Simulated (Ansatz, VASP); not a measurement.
## One calculation of Mo6CO, two programs

```xyz
8
Lattice="4.4696 0.0000 0.0000 -2.2348 3.8708 0.0000 0.0000 0.0000 22.2596" Properties=species:S:1:pos:R:3 pbc="T T T"
Mo    2.2348    1.2903    4.0000
Mo    0.0000    2.5805    4.9123
Mo    0.0000    0.0000    5.8247
Mo    2.2348    1.2903    6.6566
Mo    0.0000    2.5805    7.4686
Mo    0.0000    0.0000    8.2596
C     0.0000    1.2903   10.5796
O     0.0000    1.8703   11.5842
```

Alike in both runs: task single point; functional PBE; k mesh 6 × 6 × 1; occupations gaussian, width 0.1 eV; no spin polarisation.

|  | VASP | Ansatz |
| --- | --- | --- |
| version | VASP 6.6.1 | Ansatz 0.2.0 |
| potentials or method | VASP PAW PBE potentials, release 64 (Mo_sv, C, O), cutoff 520 eV | scalar-relativistic, plane waves, PAW |
| valence electrons in the cell | 94 | 94 |

|  | VASP | Ansatz | Ansatz less VASP |
| --- | --- | --- | --- |
| gap on the k mesh at the Fermi level (eV) | none | none | - |
| rms of the force components (eV/Å) | 0.650 | 0.695 | +0.0444 |

Atom by atom the forces differ by 0.225 eV/Å (rms over components). A gap of «none» marks a metal or a gap that the smearing closes. The functional is the same, so the differences come from potentials, cutoffs and numerics.

Noted on VASP's run: the standard files for N, O and F lose accuracy on very short bonds.
